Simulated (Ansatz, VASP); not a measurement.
**Sn2Te in VASP and in Ansatz**

```xyz
3
Lattice="4.5018 0.0000 0.0000 -2.2509 3.8987 0.0000 0.0000 0.0000 5.3185" Properties=species:S:1:pos:R:3 pbc="T T T"
Sn    0.0000    2.5991    1.8737
Sn    2.2509    1.2996    3.4449
Te    0.0000    0.0000    0.0000
```

Alike in both runs: functional PBE; k mesh 5 × 5 × 4; occupations gaussian, width 0.2 eV; no spin polarisation.

Ansatz relaxed the structure, and its values are those at the end. VASP's run is a single point on that final structure, the one shown.

```csv
,VASP,Ansatz
version,VASP 6.6.1,Ansatz 0.2.0
potentials or method,"VASP PAW PBE potentials, release 64 (Sn_d, Te), cutoff 520 eV","scalar-relativistic, plane waves, PAW"
valence electrons in the cell,34,44
```

```tsv
	VASP	Ansatz	Ansatz less VASP
gap on the k mesh at the Fermi level (eV)	none	none	-
pressure (GPa)	-0.3	-0.3	+0.04
```

A gap of «none» marks a metal or a gap that the smearing closes. The functional is the same, so the differences come from potentials, cutoffs and numerics. VASP's potentials hold 34 valence electrons a cell and Ansatz's 44, so a difference there can come from the potentials and not from the codes.

Spin-orbit coupling is off throughout.
